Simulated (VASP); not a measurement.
AlGa3As2, 6 atoms in the cell. Symmetry: P6/mmm, No. 191, hexagonal system. The conventional cell has a = 6.376 Å, b = 6.376 Å, c = 3.881 Å, α = 90.00°, β = 90.00°, γ = 120.00°. Al (site symmetry 6/mmm) has 6 As at 3.68 Å and 12 Ga at 3.73 Å and 2 Al at 3.88 Å within 4.8 Å. Ga (site symmetry mmm) has 4 As at 2.67 Å and 4 Ga at 3.19 Å within 3.5 Å. As (site symmetry -6m2) has 6 Ga at 2.67 Å within 3.5 Å. 

| Item | Value |
| --- | --- |
| Program | VASP 6.6.1 |
| Task | single point |
| Functional | PBE |
| Potentials or basis | VASP PAW PBE potentials, release 64 (Al, Ga_d, As) |
| Cutoff | 520 eV |
| k mesh | 6 × 6 × 10 |
| Occupations | gaussian, width 0.1 eV |
| Spin | no spin polarisation |
| Dipole correction | no |
| Further INCAR settings | ALGO = Fast; EDIFF = 1e-07; NBANDS = 35 |

Potentials or basis: VASP PAW PBE potentials, release 64 (Al, Ga_d, As).

Launch:

```console
$ cat potpaw_PBE.64/Al/POTCAR potpaw_PBE.64/Ga_d/POTCAR potpaw_PBE.64/As/POTCAR > POTCAR
$ mpirun -np 1 vasp_std > vasp.out
```

Hardware: 1 thread of Intel Xeon 6975P-C, with other jobs on the host.

Problem. How long does it take, and how much memory?

Solution. Run time: 4.7 min on 1 thread of Intel Xeon 6975P-C, with other jobs on the host, peak memory 0.36 GiB. Counts: scf iterations 16, k points 42.
